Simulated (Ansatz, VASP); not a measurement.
# Sr3Zn: VASP beside Ansatz

```
CELL_PARAMETERS angstrom
5.40588 0.00000 0.00000
0.00000 5.40588 0.00000
0.00000 0.00000 5.40588
ATOMIC_POSITIONS crystal
Sr 0.50000 0.00000 0.50000
Sr 0.50000 0.50000 0.00000
Sr 0.00000 0.50000 0.50000
Zn 0.00000 0.00000 0.00000
```

Alike in both runs: task single point; functional PBE; k mesh 4 × 4 × 4; no spin polarisation.

|  | VASP | Ansatz |
| --- | --- | --- |
| version | VASP 6.6.1 | Ansatz 0.2.0 |
| potentials or method | VASP PAW PBE potentials, release 64 (Sr_sv, Zn), cutoff 520 eV | plane waves, PAW |
| occupations | methfessel-paxton of order 1, width 0.1 eV | methfessel-paxton of order 1 |
| valence electrons in the cell | 42 | 42 |

```tsv
	VASP	Ansatz	Ansatz less VASP
pressure (GPa)	0.6	0.6	-0.03
```
